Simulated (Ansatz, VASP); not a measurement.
# One calculation of GaAs, two programs

Contents of POSCAR:

```
GaAs
1.0
    0.0000000000      2.8330831910      2.8330831910
    2.8330831910      0.0000000000      2.8330831910
    2.8330831910      2.8330831910      0.0000000000
Ga As
1 1
Direct
    0.0000000000      0.0000000000      0.0000000000
    0.2500000000      0.2500000000      0.2500000000
```

INCAR.step1

```
SYSTEM = GaAs
ALGO = Normal
EDIFF = 1E-5
ENCUT = 550
GGA = PE
GGA_COMPAT = .FALSE.
ISMEAR = 0
LASPH = .TRUE.
LCHARG = .FALSE.
LREAL = .FALSE.
LWAVE = .TRUE.
NBANDS = 16
NELM = 120
PREC = Accurate
SIGMA = 0.5
```

The input INCAR.step2:

```
SYSTEM = GaAs
ALGO = Normal
EDIFF = 1E-6
ENCUT = 550
GGA_COMPAT = .FALSE.
ISIF = 2
ISMEAR = 0
ISTART = 1
LASPH = .TRUE.
LCHARG = .FALSE.
LMIXTAU = .TRUE.
LREAL = .FALSE.
LWAVE = .FALSE.
METAGGA = R2SCAN
NBANDS = 16
NELM = 120
PREC = Accurate
SIGMA = 0.5
```

KPOINTS

```
k-points
0
G
  6 6 6
  0 0 0
```

Input for Ansatz:

```yaml
crystal:
  lattice:
    - [0.0, 2.833083191, 2.833083191]
    - [2.833083191, 0.0, 2.833083191]
    - [2.833083191, 2.833083191, 0.0]
  atoms:
    - { symbol: Ga, position: [0.0, 0.0, 0.0] }
    - { symbol: As, position: [0.25, 0.25, 0.25] }
kpoints:
  mp_grid: { grid: [6, 6, 6] }
hamiltonian:
  xc: r2scan
scf:
  occupations: { method: gaussian, width: 0.5 }
  n_extra_bands: 4
output:
  forces: true
  stress: true
  eigenvalues: true
```

Alike in both runs: task single point; functional r2SCAN; k mesh 6 × 6 × 6; occupations gaussian, width 0.5 eV; no spin polarisation.

|  | VASP | Ansatz |
| --- | --- | --- |
| version | VASP 6.6.1 | Ansatz 0.2.0 |
| potentials or method | VASP PAW PBE potentials, release 64 (Ga_d, As) | plane waves |
| plane-wave cutoff (eV) | 550 | 500 |
| valence electrons in the cell | 18 | 28 |

```csv
,VASP,Ansatz,Ansatz less VASP
pressure (GPa),0.2,0.1,-0.12
```

VASP's potentials were made for PBE, not for r2SCAN. VASP's potentials hold 18 valence electrons a cell and Ansatz's 28, so a difference there can come from the potentials and not from the codes.
